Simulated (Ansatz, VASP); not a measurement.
# Zn2CdTe3: VASP beside Ansatz

```xyz
6
Lattice="4.6161 0.0000 0.0000 0.0000 4.6161 0.0000 0.0000 0.0000 7.7441" Properties=species:S:1:pos:R:3 pbc="T T T"
Zn    2.3081    0.0000    1.1469
Zn    0.0000    2.3081    1.1469
Cd    0.0000    0.0000    5.1758
Te    0.0000    0.0000    1.6414
Te    2.3081    0.0000    6.3948
Te    0.0000    2.3081    6.3948
```

Alike in both runs: task single point; functional PBE; k mesh 4 × 4 × 2; occupations gaussian, width 0.1 eV; no spin polarisation.

|  | VASP | Ansatz |
| --- | --- | --- |
| version | VASP 6.6.1 | Ansatz 0.2.0 |
| potentials or method | VASP PAW PBE potentials, release 64 (Zn, Cd, Te), cutoff 520 eV | scalar-relativistic, plane waves, PAW |
| valence electrons in the cell | 54 | 92 |

Ansatz gave:

| Property | Result |
| --- | --- |
| gap on the k mesh at the Fermi level (eV) | none |
| pressure (GPa) | 20.4 |
| traceless stress, the component that is largest in VASP (GPa) | -7.59 |
| rms of the force components (eV/Å) | 1.273 |

Question: Which values does VASP return?

Answer: gap on the k mesh at the Fermi level (eV): none; pressure (GPa): 20.7; traceless stress, the component that is largest in VASP (GPa): -7.66; rms of the force components (eV/Å): 1.287.

Atom by atom the forces differ by 0.018 eV/Å (rms over components). A gap of «none» marks a metal or a gap that the smearing closes. The functional is the same, so the differences come from potentials, cutoffs and numerics. VASP's potentials hold 54 valence electrons a cell and Ansatz's 92, so a difference there can come from the potentials and not from the codes.

The k mesh is coarse, so the values compare programs but aren't converged. Neither program's run includes spin-orbit coupling.
